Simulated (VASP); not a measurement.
Here is a VASP 6.6.1 calculation.

The input POSCAR:

```
BiB
1.0
    0.0000000000      2.7448744688      2.7448744688
    2.7448744688      0.0000000000      2.7448744688
    2.7448744688      2.7448744688      0.0000000000
B Bi
1 1
Direct
    0.0000000000      0.0000000000      0.0000000000
    0.2500000000      0.2500000000      0.2500000000
```

Contents of INCAR.step1:

```
PREC = Accurate
ENCUT = 520
EDIFF = 1E-5
ISMEAR = 0
SIGMA = 0.01
LREAL = F
LASPH = T
NELM = 80
ALGO = Normal
ISIF = 2
LWAVE = T
LCHARG = F
GGA = PE
NBANDS = 16
```

Contents of INCAR.step2:

```
PREC = Accurate
ENCUT = 520
EDIFF = 1E-6
ISMEAR = 0
SIGMA = 0.01
LREAL = F
LASPH = T
NELM = 80
ALGO = Normal
ISIF = 2
LWAVE = F
LCHARG = F
GGA = PE
LHFCALC = T
AEXX = 0.1
HFSCREEN = 0.2078
PRECFOCK = Normal
ISTART = 1
NBANDS = 16
```

File KPOINTS:

```
Automatic mesh
0
Gamma
  4 4 4
```

Potentials or basis: VASP PAW PBE potentials, release 64 (B, Bi_d).

The run is started by

```bash
$ cat potpaw_PBE.64/B/POTCAR potpaw_PBE.64/Bi_d/POTCAR > POTCAR
$ cp INCAR.step1 INCAR
$ mpirun -np 1 vasp_std > vasp.out
$ cp INCAR.step2 INCAR
$ mpirun -np 1 vasp_std > vasp.out
```

Question: Predict the pressure.

Answer: -0.2 GPa.

Question: Estimate the band gap on the k mesh.

Answer: 0.55 eV, direct.

Caveat: the k points lie up to 0.50 Å⁻¹ apart; the PAW data sets were made with another functional, which shifts forces and pressure a little; spin-orbit coupling is left out, which moves the levels of the heavy elements. A k mesh can miss the band edges.
